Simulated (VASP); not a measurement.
Here is a VASP 6.6.1 calculation.

The input INCAR:

```
SYSTEM = Pd
PREC = Accurate
ENCUT = 520
EDIFF = 1E-7
ISMEAR = -1
SIGMA = 0.05
LREAL = .False.
LASPH = .True.
NELM = 80
ALGO = Normal
ISIF = 2
LWAVE = .False.
LCHARG = .False.
GGA = RE
IVDW = 12
NBANDS = 11
```

KPOINTS

```
regular mesh
0
Gamma
  12 12 12
  0 0 0
```

POSCAR

```
Pd
1.0
   -1.5376310010      1.5376310010      1.5376310010
    1.5376310010     -1.5376310010      1.5376310010
    1.5376310010      1.5376310010     -1.5376310010
Pd
1
Direct
    0.0000000000      0.0000000000      0.0000000000
```

Potentials or basis: VASP PAW PBE potentials, release 64 (Pd).

Run with:

```console
$ cat potpaw_PBE.64/Pd/POTCAR > POTCAR
$ mpirun -np 1 vasp_std > vasp.out
```

(1) Predict the band gap on the k mesh.

(2) Predict the dispersion energy per atom.

(3) Predict the pressure.

## Answers

(1) zero (band 5 reaches 10.72 eV, above the bottom of band 6 at 8.98 eV).

(2) -1.292 eV.

(3) -0.3 GPa.

Caveat: the PAW data sets were made with another functional, which shifts forces and pressure a little; pairwise dispersion overbinds metals, which lowers pressure and volume.
